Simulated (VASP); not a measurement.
Runs of VASP 6.6.1 on MgO. The structure is that of space group P6_3mc (No. 186), or close to it. The cells are those of the table. 

```csv
task,level,potentials or basis,cell,k mesh,cutoff (eV),smearing,gap on the mesh (eV),pressure (GPa),largest force (eV/Å)
single point,PBEsol,"VASP PAW PBE potentials, release 64 (Mg, O)","a = 3.308, b = 3.308, c = 4.983 Å, angles 90.0, 90.0, 120.0°, 4 atoms",6 × 6 × 4,520,gaussian 0.1 eV,(b),0.1,0.01
single point,PBEsol,"VASP PAW PBE potentials, release 64 (Mg, O)","a = 3.303, b = 3.303, c = 5.020 Å, angles 90.0, 90.0, 120.0°, 4 atoms",9 × 9 × 6,520,gaussian 0.02 eV,(a),-0.3,-
relaxation of cell and atoms,PBEsol,"VASP PAW PBE potentials, release 64 (Mg, O)","relaxed from a = 3.308, b = 3.308, c = 4.983 Å, angles 90.0, 90.0, 120.0°, 4 atoms",9 × 9 × 6,600,gaussian 0.02 eV,3.37,0.0,-
single point,LDA,"VASP PAW LDA potentials, release 64 (Mg, O)","a = 3.303, b = 3.303, c = 5.020 Å, angles 90.0, 90.0, 120.0°, 4 atoms",9 × 9 × 6,520,gaussian 0.02 eV,3.37,-5.7,0.04
```

Alike in all rows: no spin polarisation.

Q: Fill in the values left out.

A: (a) 3.36; (b) 3.34.

Caveats: the PAW data sets were made with another functional, which shifts forces and pressure a little (some runs).

A k mesh can miss the band edges.
